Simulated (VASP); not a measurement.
GaAs, 16 atoms in the cell. The cell holds a slab with vacuum, 16 atoms: a = 8.027 Å, b = 5.676 Å, c = 24.801 Å, α = 90.00°, β = 90.00°, γ = 90.00°. 

| Property | Result |
| --- | --- |
| Program | VASP 6.6.1 |
| Task | single point |
| Functional | PBE |
| Dispersion | D3(BJ) |
| Potentials or basis | VASP PAW PBE potentials, release 64 (Ga_d, As) |
| Cutoff | 520 eV |
| k mesh | 2 × 3 × 1 |
| Occupations | gaussian, width 0.05 eV |
| Spin | no spin polarisation |
| Dipole correction | yes |
| Further INCAR settings | LREAL = Auto; ALGO = Normal; EDIFF = 1e-07; NBANDS = 86 |

Potentials or basis: VASP PAW PBE potentials, release 64 (Ga_d, As).

Launch:

```sh
$ cat potpaw_PBE.64/Ga_d/POTCAR potpaw_PBE.64/As/POTCAR > POTCAR
$ mpirun -np 1 vasp_std > vasp.out
```

Hardware: 1 thread of Oxide Virtual Turin-like Processor, on a shared host.

**Question.** Estimate the wall time of this run.

**Answer.** Run time: 23 min on 1 thread of Oxide Virtual Turin-like Processor, with other jobs on the host, peak memory 0.96 GiB. Counts: scf iterations 30, k points 4.
